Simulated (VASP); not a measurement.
# WC (Amm2) in VASP: further runs

The runs below take WC through single point, with r2SCAN.

Program: VASP 6.6.1. These are calculated values, not measurements. Logs are shortened: lines on timing, memory, paths and dates and some standing lists are left out, and cuts for length are marked.

## (1) The cell of the first run

It takes space group Amm2 (No. 38, orthorhombic). Conventional cell: a = 2.829 Å, b = 2.915 Å, c = 4.999 Å, α = 90.00°, β = 90.00°, γ = 90.00°. Within 3.0 Å of W (site symmetry mm2) lie 6 C at 2.19 to 2.20 Å and 8 W at 2.83 to 2.92 Å. Within 3.0 Å of C (site symmetry mm2) lie 6 W at 2.19 to 2.20 Å and 8 C at 2.83 to 2.92 Å.

## (2) Single point, r2SCAN (strain +0.0050 x Voigt [1, -1, 0, 0, 0, 0])

POSCAR reads:

```
WC
1.0
    2.9150039432      0.0000000000      0.0000000000
   -1.4575019716      2.4993483877      0.0000000000
    0.0000000000      0.0000000000      2.8290000000
W C
1 1
Direct
    0.0000000000      0.0000000000      0.0000000000
    0.6666666667      0.3333333333      0.5000000000
```

INCAR.step1 reads:

```
PREC = Accurate
ENCUT = 520
ISMEAR = 0
SIGMA = 0.15
LREAL = False
LASPH = True
NELM = 60
NBANDS = 16
GGA = PE
ALGO = Normal
EDIFF = 1E-4
LWAVE = True
LCHARG = False
```

INCAR.step2 reads:

```
PREC = Accurate
ENCUT = 520
EDIFF = 1E-6
ISMEAR = 0
SIGMA = 0.15
LREAL = False
LASPH = True
NELM = 60
ALGO = Normal
ISIF = 2
LWAVE = False
LCHARG = True
METAGGA = R2SCAN
LMIXTAU = True
LELF = True
LVHAR = True
NBANDS = 16
ISTART = 1
```

KPOINTS reads:

```
regular mesh
0
Gamma
  18 18 16
```

Potentials or basis: VASP PAW PBE potentials, release 64 (W_sv, C).

Run with:

```
$ cat potpaw_PBE.64/W_sv/POTCAR potpaw_PBE.64/C/POTCAR > POTCAR
$ cp INCAR.step1 INCAR
$ mpirun -np 1 vasp_std > vasp.out
$ cp INCAR.step2 INCAR
$ mpirun -np 1 vasp_std > vasp.out
```

OUTCAR:

```text
PREC = Accurate
   ENCUT = 520
   EDIFF = 1E-6
   ISMEAR = 0
   LREAL = False
   LASPH = True
   NELM = 60
   ISIF = 2
   METAGGA = R2SCAN
   ISTART = 1

 ion  position               nearest neighbor table
   1  0.000  0.000  0.000-   2 2.19   2 2.19   2 2.20   2 2.20   2 2.20   2 2.20
   2  0.667  0.333  0.500-   1 2.19   1 2.19   1 2.20   1 2.20   1 2.20   1 2.20

  Warning from LATTYP: Monoclinic adjustment (A1->A3, A2->A1, A3->A2)!
  LATTYP: Found a base centered orthorhombic cell.
 ALAT       =     2.9150039432
 B/A-ratio  =     1.7148164712
 C/A-ratio  =     0.9704961143

  Lattice vectors:

 A1 = (   1.4575019716,  -2.4993483877,   0.0000000000)
 A2 = (   1.4575019716,   2.4993483877,   0.0000000000)
 A3 = (   0.0000000000,   0.0000000000,   2.8290000000)

Analysis of symmetry for initial positions (statically):
=====================================================================
 Subroutine PRICEL returns:
 Original cell was already a primitive cell.

 Routine SETGRP: Setting up the symmetry group for a
 base centered orthorhombic supercell.

 Subroutine GETGRP returns: Found  4 space group operations
 (whereof  4 operations were pure point group operations)
 out of a pool of  8 trial point group operations.

The static configuration has the point symmetry C_2v.

Analysis of symmetry for dynamics (positions and initial velocities):
=====================================================================
 Subroutine PRICEL returns:
 Original cell was already a primitive cell.

 Routine SETGRP: Setting up the symmetry group for a
 base centered orthorhombic supercell.

 Subroutine GETGRP returns: Found  4 space group operations
 (whereof  4 operations were pure point group operations)
 out of a pool of  8 trial point group operations.

The dynamic configuration has the point symmetry C_2v.

 Subroutine INISYM returns: Found  4 space group operations
 (whereof  4 operations are pure point group operations),
 and found     1 'primitive' translations

----------------------------------------------------------------------------------------

                                     Primitive cell

  volume of cell :      20.6110

  direct lattice vectors                    reciprocal lattice vectors
     2.915003943  0.000000000  0.000000000     0.343052709  0.200052143  0.000000000
    -1.457501972  2.499348388  0.000000000     0.000000000  0.400104285  0.000000000
     0.000000000  0.000000000  2.829000000     0.000000000  0.000000000  0.353481796

  length of vectors
     2.915003943  2.893277443  2.829000000     0.397122174  0.400104285  0.353481796

  position of ions in fractional coordinates (direct lattice)
     0.000000000  0.000000000  0.000000000
     0.666666667  0.333333333  0.500000000

  ion indices of the primitive-cell ions
   primitive index   ion index
                 1           1
                 2           2

----------------------------------------------------------------------------------------

 KPOINTS: regular mesh

Automatic generation of k-mesh.
 Grid dimensions read from file:
 generate k-points for:   18   18   16

 Generating k-lattice:

  Cartesian coordinates                     Fractional coordinates (reciprocal lattice)
     0.019058484  0.011114008  0.000000000     0.055555556 -0.000000000  0.000000000
     0.000000000  0.022228016  0.000000000     0.000000000  0.055555556  0.000000000
     0.000000000  0.000000000  0.022092612     0.000000000  0.000000000  0.062500000

  Length of vectors
     0.022062343  0.022228016  0.022092612

  Shift w.r.t. Gamma in fractional coordinates (k-lattice)
     0.000000000  0.000000000  0.000000000

 Subroutine IBZKPT returns following result:
 ===========================================

 Found    819 irreducible k-points:

 Following reciprocal coordinates:
            Coordinates               Weight
  0.000000  0.000000  0.000000      1.000000
  0.055556  0.000000  0.000000      4.000000
  0.111111  0.000000  0.000000      4.000000
  0.166667  0.000000  0.000000      4.000000
[... 44 lines left out ...]

 val. band max:       11.0647922145   @ k =   0.5000   0.0556   0.5000
 cond. band min:      11.0735241522   @ k =   0.3333   0.2222   0.0000
 fundamental gap:      0.0087319378
 Fermi energy:        11.0652464318

 k-point     1 :       0.0000    0.0000    0.0000
  band No.  band energies     occupation
      1     -64.8701      2.00000
      2     -28.1749      2.00000
      3     -28.0778      2.00000
      4     -28.0572      2.00000
      5      -4.2339      2.00000
      6       6.5280      2.00000
[... 8 lines left out ...]
     15      26.3957      0.00000
     16      28.6104      0.00000

 k-point     2 :       0.0556    0.0000    0.0000
  band No.  band energies     occupation
      1     -64.8681      2.00000
      2     -28.1713      2.00000
      3     -28.1027      2.00000
      4     -28.0666      2.00000
      5      -4.1496      2.00000
      6       6.5623      2.00000
[... 8 lines left out ...]
     15      26.1853      0.00000
     16      28.9017      0.00000

 k-point     3 :       0.1111    0.0000    0.0000
  band No.  band energies     occupation
      1     -64.8624      2.00000
      2     -28.1813      2.00000
      3     -28.1610      2.00000
      4     -28.0859      2.00000
      5      -3.9034      2.00000
      6       6.5350      2.00000
[... 8 lines left out ...]
     15      25.8478      0.00000
     16      29.4585      0.00000

 k-point     4 :       0.1667    0.0000    0.0000
  band No.  band energies     occupation
      1     -64.8535      2.00000
      2     -28.3019      2.00000
      3     -28.1451      2.00000
      4     -28.1134      2.00000
      5      -3.5151      2.00000
      6       6.1327      2.00000
[... 8 lines left out ...]
     15      25.6737      0.00000
     16      30.2673      0.00000
[... 324 lines left out ...]
 k-point    22 :      -0.3889    0.0556    0.0000
  band No.  band energies     occupation
      1     -64.8150      2.00000
      2     -28.7934      2.00000
      3     -28.2448      2.00000
      4     -28.0754      2.00000
      5      -1.5459      2.00000
      6       4.2563      2.00000
[... 8 lines left out ...]
     15      26.8852      0.00000
     16      28.6431      0.00000

 k-point    23 :      -0.3333    0.0556    0.0000
  band No.  band energies     occupation
      1     -64.8249      2.00000
      2     -28.6693      2.00000
      3     -28.2128      2.00000
      4     -28.0933      2.00000
      5      -2.1093      2.00000
      6       4.7043      2.00000
[... 8 lines left out ...]
     15      26.8191      0.00000
     16      29.0881      0.00000

 k-point    24 :      -0.2778    0.0556    0.0000
  band No.  band energies     occupation
      1     -64.8361      2.00000
      2     -28.5264      2.00000
      3     -28.1757      2.00000
      4     -28.1137      2.00000
      5      -2.6895      2.00000
      6       5.2328      2.00000
[... 8 lines left out ...]
     15      26.0952      0.00000
     16      30.2508      0.00000

 [... further k-points ...]

------------------------ aborting loop because EDIFF is reached ----------------------------------------

  FORCE on cell =-STRESS in cart. coord.  units (eV):
  Direction    XX          YY          ZZ          XY          YZ          ZX
  --------------------------------------------------------------------------------------
  -------------------------------------------------------------------------------------
  Total        0.4745096      1.1678146      0.7944584      0.0000000      0.0000000      0.0000000
  in kB       36.8855859     90.7790376     61.7565284      0.0000000      0.0000000      0.0000000
  external PRESSURE =      63.1403840 kB  Pullay stress =       0.0000000 kB

 VOLUME and BASIS-vectors are now :
 -----------------------------------------------------------------------------
  energy-cutoff  :      520.00
  volume of cell :       20.61
      direct lattice vectors                 reciprocal lattice vectors
     2.915003943  0.000000000  0.000000000     0.343052709  0.200052143  0.000000000
    -1.457501972  2.499348388  0.000000000     0.000000000  0.400104285  0.000000000
     0.000000000  0.000000000  2.829000000     0.000000000  0.000000000  0.353481796

 POSITION                                       TOTAL-FORCE (eV/Angst)
 -----------------------------------------------------------------------------------
      0.00000      0.00000      0.00000        -0.000000      0.056986      0.000000
      1.45750      0.83312      1.41450         0.000000     -0.056986      0.000000
 -----------------------------------------------------------------------------------
    total drift:                               -0.000000      0.000018     -0.000000

  FREE ENERGIE OF THE ION-ELECTRON SYSTEM (eV)
  ---------------------------------------------------
  free  energy   TOTEN  =       -61.6063070608 eV

  energy  without entropy=      -61.6032125719  energy(sigma->0) =      -61.60475982
```

It took 11 min on 1 thread of Intel Xeon Platinum 8375C at 2.90GHz (Ice Lake), shared host; peak memory 0.37 GiB.

What came out:

```
Free energy            : -61.6063 eV
Pressure               : 6.3 GPa
Largest force          : 0.057 eV/Å
Band gap on the k mesh : zero (bands 9 and 10 overlap by 1.32 eV)
```

Forces on the atoms (eV/Å):
```
W    0.000  0.057  0.000
C    0.000 -0.057  0.000
```

Levels at points of the mesh, in eV from the Fermi level:
```csv
k point,band 5,band 6,band 7,band 8,band 9,band 10,band 11,band 12,band 13,band 14
"(0.00, 0.00, 0.00)",-15.30,-4.54,-3.61,-3.43,0.10,3.43,3.47,5.95,6.05,6.85
"(0.50, 0.00, 0.00)",-11.88,-7.38,-3.79,-3.75,-0.49,2.54,4.76,5.17,7.34,10.20
"(0.00, 0.50, 0.00)",-11.83,-7.35,-3.79,-3.70,-0.58,2.46,4.79,5.17,7.31,10.23
"(0.00, 0.00, 0.50)",-11.15,-9.06,-2.14,-2.10,-0.69,-0.48,3.86,4.79,4.92,10.62
"(0.50, 0.00, 0.50)",-12.08,-6.77,-4.49,-4.39,0.19,4.63,5.54,7.06,9.74,10.81
"(0.00, 0.50, 0.50)",-12.05,-6.78,-4.62,-4.39,0.31,4.68,5.57,7.01,9.76,10.95
```

Caveat: the cell differs from its parent crystal (strain +0.0050 x Voigt [1, -1, 0, 0, 0, 0]); the cell stands under pressure; the PAW data sets were made with another functional, which shifts forces and pressure a little; spin-orbit coupling is left out, which moves the levels of the heavy elements.

## (3) Single point, r2SCAN (strain +0.0200 x Voigt [1, -1, 0, 0, 0, 0])

POSCAR reads:

```
WC
1.0
    2.9585114647      0.0000000000      0.0000000000
   -1.4792557324      2.4616697687      0.0000000000
    0.0000000000      0.0000000000      2.8290000000
W C
1 1
Direct
    0.0000000000      0.0000000000      0.0000000000
    0.6666666667      0.3333333333      0.5000000000
```

INCAR.step1 reads:

```
  ALGO = Normal
  EDIFF = 1E-4
  ENCUT = 520
  GGA = PE
  ISMEAR = 0
  LASPH = T
  LCHARG = F
  LREAL = F
  LWAVE = T
  NBANDS = 16
  NELM = 60
  PREC = Accurate
  SIGMA = 0.15
```

INCAR.step2 reads:

```
  ALGO = Normal
  EDIFF = 1E-7
  ENCUT = 520
  ISIF = 2
  ISMEAR = 0
  ISTART = 1
  LASPH = T
  LCHARG = F
  LMIXTAU = T
  LREAL = F
  LWAVE = F
  METAGGA = R2SCAN
  NBANDS = 16
  NELM = 60
  PREC = Accurate
  SIGMA = 0.15
```

KPOINTS reads:

```
k-points
0
Gamma
  18 18 16
```

Potentials or basis: VASP PAW PBE potentials, release 64 (W_sv, C).

Run with:

```
$ cat potpaw_PBE.64/W_sv/POTCAR potpaw_PBE.64/C/POTCAR > POTCAR
$ cp INCAR.step1 INCAR
$ mpirun -np 1 vasp_std > vasp.out
$ cp INCAR.step2 INCAR
$ mpirun -np 1 vasp_std > vasp.out
```

Run time: 12 min. Hardware: 1 thread of Intel Xeon Platinum 8375C at 2.90GHz (Ice Lake), shared host; peak memory 0.38 GiB.

It converged, with:

* Free energy: -61.5808 eV
* Pressure: 6.8 GPa
* Largest force: 0.233 eV/Å
* Band gap on the k mesh: zero (bands 9 and 10 overlap by 1.28 eV)

Forces in eV/Å, atoms in the order of the input:
```
W    0.000  0.233  0.000
C    0.000 -0.233  0.000
```

Stress tensor (GPa, compression positive):
```
-3.17  0.00  0.00
 0.00 17.28  0.00
 0.00  0.00  6.28
```

Levels at points of the mesh, in eV from the Fermi level:
| k point | band 7 | band 8 | band 9 | band 10 | band 11 | band 12 |
| --- | --- | --- | --- | --- | --- | --- |
| (0.00, 0.00, 0.00) | -3.88 | -3.17 | 0.06 | 3.36 | 3.53 | 5.78 |
| (0.50, 0.00, 0.00) | -3.81 | -3.81 | -0.41 | 2.61 | 4.55 | 5.34 |
| (0.00, 0.50, 0.00) | -3.82 | -3.63 | -0.79 | 2.29 | 4.80 | 5.17 |
| (0.00, 0.00, 0.50) | -2.22 | -2.05 | -1.02 | -0.18 | 3.83 | 4.59 |
| (0.50, 0.00, 0.50) | -4.49 | -4.29 | 0.06 | 4.49 | 5.54 | 7.08 |
| (0.00, 0.50, 0.50) | -4.88 | -4.40 | 0.53 | 4.77 | 5.62 | 6.88 |

Caveat: the cell differs from its parent crystal (strain +0.0200 x Voigt [1, -1, 0, 0, 0, 0]); the cell stands under pressure; the PAW data sets were made with another functional, which shifts forces and pressure a little; spin-orbit coupling is left out, which moves the levels of the heavy elements.

## (4) Single point, r2SCAN (strain -0.0150 x Voigt [1, -1, 0, 0, 0, 0])

POSCAR reads:

```
WC
1.0
    2.8569939145      0.0000000000      0.0000000000
   -1.4284969572      2.5495865462      0.0000000000
    0.0000000000      0.0000000000      2.8290000000
W C
1 1
Direct
    0.0000000000      0.0000000000      0.0000000000
    0.6666666667      0.3333333333      0.5000000000
```

INCAR.step1 reads:

```
PREC = Accurate
ENCUT = 520
ISMEAR = 0
SIGMA = 0.15
LREAL = False
LASPH = True
NELM = 60
NBANDS = 16
GGA = PE
ALGO = Normal
EDIFF = 1E-4
LWAVE = True
LCHARG = False
```

INCAR.step2 reads:

```
PREC = Accurate
ENCUT = 520
EDIFF = 1E-6
ISMEAR = 0
SIGMA = 0.15
LREAL = False
LASPH = True
NELM = 60
ALGO = Normal
ISIF = 2
LWAVE = False
LCHARG = False
METAGGA = R2SCAN
LMIXTAU = True
NBANDS = 16
ISTART = 1
```

KPOINTS reads:

```
Automatic mesh
0
Gamma
  18 18 16
```

Run with:

```
$ cat potpaw_PBE.64/W_sv/POTCAR potpaw_PBE.64/C/POTCAR > POTCAR
$ cp INCAR.step1 INCAR
$ mpirun -np 1 vasp_std > vasp.out
$ cp INCAR.step2 INCAR
$ mpirun -np 1 vasp_std > vasp.out
```

Run time: 12 min. Hardware: 1 thread of Intel Xeon Platinum 8375C at 2.90GHz (Ice Lake), shared host; peak memory 0.37 GiB.

It converged, with:

```
Free energy            : -61.5921 eV
Pressure               : 6.5 GPa
Largest force          : 0.150 eV/Å
Band gap on the k mesh : zero (bands 9 and 10 overlap by 1.28 eV)
```

Forces on the atoms (eV/Å):
```
W    0.000 -0.150  0.000
C    0.000  0.150  0.000
```

Stress tensor (GPa, compression positive):
```
14.95  0.00  0.00
 0.00 -1.48  0.00
 0.00  0.00  6.17
```

Levels at points of the mesh, in eV from the Fermi level:
| k point | band 7 | band 8 | band 9 | band 10 | band 11 | band 12 |
| --- | --- | --- | --- | --- | --- | --- |
| (0.00, 0.00, 0.00) | -3.79 | -3.26 | 0.08 | 3.39 | 3.51 | 5.82 |
| (0.50, 0.00, 0.00) | -3.81 | -3.70 | -0.62 | 2.43 | 4.63 | 5.31 |
| (0.00, 0.50, 0.00) | -3.84 | -3.80 | -0.34 | 2.67 | 4.77 | 5.11 |
| (0.00, 0.00, 0.50) | -2.21 | -2.05 | -0.91 | -0.28 | 3.84 | 4.65 |
| (0.50, 0.00, 0.50) | -4.69 | -4.38 | 0.34 | 4.64 | 5.61 | 6.98 |
| (0.00, 0.50, 0.50) | -4.41 | -4.28 | -0.01 | 4.56 | 5.46 | 7.13 |

Caveat: the cell differs from its parent crystal (strain -0.0150 x Voigt [1, -1, 0, 0, 0, 0]); the cell stands under pressure; the PAW data sets were made with another functional, which shifts forces and pressure a little; spin-orbit coupling is left out, which moves the levels of the heavy elements.

## (5) Single point, r2SCAN (strain +0.0100 x Voigt [1, -1, 0, 0, 0, 0])

POSCAR reads:

```
WC
1.0
    2.9295064504      0.0000000000      0.0000000000
   -1.4647532252      2.4867888480      0.0000000000
    0.0000000000      0.0000000000      2.8290000000
W C
1 1
Direct
    0.0000000000      0.0000000000      0.0000000000
    0.6666666667      0.3333333333      0.5000000000
```

INCAR.step1 reads:

```
SYSTEM = WC
ALGO = Normal
EDIFF = 1E-4
ENCUT = 520
GGA = PE
ISMEAR = 0
LASPH = .TRUE.
LCHARG = .FALSE.
LREAL = .FALSE.
LWAVE = .TRUE.
NBANDS = 16
NELM = 60
PREC = Accurate
SIGMA = 0.15
```

INCAR.step2 reads:

```
SYSTEM = WC
ALGO = Normal
EDIFF = 1E-6
ENCUT = 520
ISIF = 2
ISMEAR = 0
ISTART = 1
LASPH = .TRUE.
LCHARG = .FALSE.
LMIXTAU = .TRUE.
LREAL = .FALSE.
LWAVE = .FALSE.
METAGGA = R2SCAN
NBANDS = 16
NELM = 60
PREC = Accurate
SIGMA = 0.15
```

KPOINTS reads:

```
k-points
0
G
  18 18 16
  0 0 0
```

Run with:

```
$ cat potpaw_PBE.64/W_sv/POTCAR potpaw_PBE.64/C/POTCAR > POTCAR
$ cp INCAR.step1 INCAR
$ mpirun -np 1 vasp_std > vasp.out
$ cp INCAR.step2 INCAR
$ mpirun -np 1 vasp_std > vasp.out
```

Run time: 10 min. Hardware: 1 thread of Intel Xeon Platinum 8259CL at 2.50GHz (Skylake/Cascade Lake), shared host; peak memory 0.37 GiB.

It converged, with:

* Free energy: -61.6011 eV
* Pressure: 6.4 GPa
* Largest force: 0.115 eV/Å
* Band gap on the k mesh: zero (bands 9 and 10 overlap by 1.30 eV)

Forces on the atoms (eV/Å):
```
W    0.000  0.115  0.000
C    0.000 -0.115  0.000
```

Stress tensor (GPa, compression positive):
```
 1.22  0.00  0.00
 0.00 11.81  0.00
 0.00  0.00  6.18
```

Levels at points of the mesh, in eV from the Fermi level:
| k point | band 6 | band 7 | band 8 | band 9 | band 10 | band 11 | band 12 | band 13 |
| --- | --- | --- | --- | --- | --- | --- | --- | --- |
| (0.00, 0.00, 0.00) | -4.54 | -3.70 | -3.34 | 0.10 | 3.40 | 3.49 | 5.90 | 6.09 |
| (0.50, 0.00, 0.00) | -7.39 | -3.79 | -3.77 | -0.46 | 2.57 | 4.70 | 5.22 | 7.34 |
| (0.00, 0.50, 0.00) | -7.34 | -3.80 | -3.68 | -0.65 | 2.40 | 4.79 | 5.17 | 7.29 |
| (0.00, 0.00, 0.50) | -9.06 | -2.17 | -2.08 | -0.80 | -0.38 | 3.85 | 4.72 | 4.98 |
| (0.50, 0.00, 0.50) | -6.77 | -4.48 | -4.37 | 0.15 | 4.60 | 5.53 | 7.07 | 9.72 |
| (0.00, 0.50, 0.50) | -6.79 | -4.71 | -4.39 | 0.38 | 4.71 | 5.59 | 6.97 | 9.78 |

Caveat: the cell differs from its parent crystal (strain +0.0100 x Voigt [1, -1, 0, 0, 0, 0]); the cell stands under pressure; the PAW data sets were made with another functional, which shifts forces and pressure a little; spin-orbit coupling is left out, which moves the levels of the heavy elements.

## (6) Summary

| cell | gap on the mesh (eV) | pressure (GPa) | largest force (eV/Å) |
| --- | --- | --- | --- |
| a = 2.915, b = 2.893, c = 2.829 Å, angles 90.0, 90.0, 120.2°, 2 atoms | none | 6.3 | 0.06 |
| a = 2.959, b = 2.872, c = 2.829 Å, angles 90.0, 90.0, 121.0°, 2 atoms | none | 6.8 | 0.23 |
| a = 2.857, b = 2.922, c = 2.829 Å, angles 90.0, 90.0, 119.3°, 2 atoms | none | 6.5 | 0.15 |
| a = 2.930, b = 2.886, c = 2.829 Å, angles 90.0, 90.0, 120.5°, 2 atoms | none | 6.4 | 0.12 |

Alike in all rows: task single point; level r2SCAN; potentials or basis VASP PAW PBE potentials, release 64 (W_sv, C); no spin polarisation; k mesh 18 × 18 × 16; cutoff (eV) 520; smearing gaussian 0.15 eV.

Caveats: the cell stands under pressure; the PAW data sets were made with another functional, which shifts forces and pressure a little; spin-orbit coupling is left out, which moves the levels of the heavy elements.

Absolute energies hang on the potentials; compare differences alone.
